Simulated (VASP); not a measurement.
Input of a VASP 6.6.1 run:

Contents of INCAR:

```
SYSTEM = CoO
ALGO = Normal
EDIFF = 1E-7
ENCUT = 520
GGA = PE
ISIF = 2
ISMEAR = -1
ISPIN = 2
LASPH = .True.
LCHARG = .True.
LELF = .True.
LMAXMIX = 4
LORBIT = 11
LREAL = .False.
LVHAR = .True.
LWAVE = .False.
MAGMOM = 3 0
NBANDS = 18
NELM = 150
NUPDOWN = 3.0
PREC = Accurate
SIGMA = 0.05
```

KPOINTS

```
k-points
0
Gamma
  9 9 9
  0 0 0
```

The input POSCAR:

```
CoO
1.0
    1.5054695445      0.8691832468      2.4399269062
   -1.5054695445      0.8691832468      2.4399269062
    0.0000000000     -1.7383664936      2.4399269062
Co O
1 1
Direct
    0.0000000000      0.0000000000      0.0000000000
    0.5000000000      0.5000000000      0.5000000000
```

Potentials or basis: VASP PAW PBE potentials, release 64 (Co, O).

Command:

```sh
$ cat potpaw_PBE.64/Co/POTCAR potpaw_PBE.64/O/POTCAR > POTCAR
$ mpirun -np 1 vasp_std > vasp.out
```

**Question.** Estimate the pressure.

**Answer.** 0.5 GPa.

Stress tensor (GPa, compression positive):
```
0.65 0.00 0.00
0.00 0.65 0.00
0.00 0.00 0.26
```

Caveat: the total moment is fixed, so each spin has its own Fermi level; a cell with one magnetic atom can't hold antiferromagnetic order, which such compounds often take.
